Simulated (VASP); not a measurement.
Wanted: the native input for a VASP 6.6.1 run.

```
Task                   : single point
Functional             : PBE
Potentials or basis    : VASP PAW PBE potentials, release 64 (Be, Li_sv)
Cutoff                 : 520 eV
k mesh                 : 5 × 5 × 3
Occupations            : gaussian, width 0.1 eV
Spin                   : no spin polarisation
Dipole correction      : no
Further INCAR settings : LREAL = Auto; ALGO = Normal; EDIFF = 1e-07; NBANDS = 32
```

The structure of LiBe16 (a cell with a defect) lies in POSCAR:

```
LiBe16
1.0
   -2.2900000000     -3.9663960000      0.0000000000
    3.4350000000     -1.9831980000      0.0000000000
    0.0000000000      0.0000000000      7.1768600000
Be Li
16 1
Direct
    0.7425665217      0.4863500666     -0.0116674201
    0.5744443803      0.2902794266      0.2430462677
    0.7434748483      0.4847527809      0.4976638366
    0.5108678861      0.2982316551      0.7429122416
    0.5094961586     -0.0183125782     -0.0112244356
    0.1905678018      1.1098356776      0.2431933708
    0.5095926991     -0.0194491078      0.4971080331
    0.2665809608      0.7887997485      0.7430730400
    0.2550941655      0.4325487123     -0.0105795954
   -0.0223007732      0.4954658290      0.2430415792
    0.2558885784      0.4322316632      0.4966845209
    0.0067918517      0.2944485726      0.7431458427
    0.0141738302     -0.0649390384     -0.0099790680
    0.7822487352      0.8891309049      0.2431339610
    0.0143960743     -0.0653732963      0.4961372993
    0.7603160817      0.8046698596      0.7429250910
    0.3769605997      0.7007472237      0.2427591351
```

The input as run:

INCAR

```
PREC = Accurate
ENCUT = 520
EDIFF = 1E-7
ISMEAR = 0
SIGMA = 0.1
LREAL = Auto
LASPH = T
NELM = 100
ALGO = Normal
ISIF = 2
LWAVE = F
LCHARG = F
GGA = PE
NBANDS = 32
```

KPOINTS

```
regular mesh
0
Gamma
  5 5 3
```

Potentials or basis: VASP PAW PBE potentials, release 64 (Be, Li_sv).

The run is started by

```bash
$ cat potpaw_PBE.64/Be/POTCAR potpaw_PBE.64/Li_sv/POTCAR > POTCAR
$ mpirun -np 1 vasp_std > vasp.out
```

It gave:

```json
{"Largest force": "0.022 eV/Å", "Band gap on the k mesh": "zero (an odd number of electrons rules out a gap without spin polarisation)"}
```

Wall time 3.8 min on 1 thread of Intel(R) Xeon(R) Platinum 8259CL CPU @ 2.50GHz (Skylake/Cascade Lake) (shared host), peak memory 0.28 GiB.
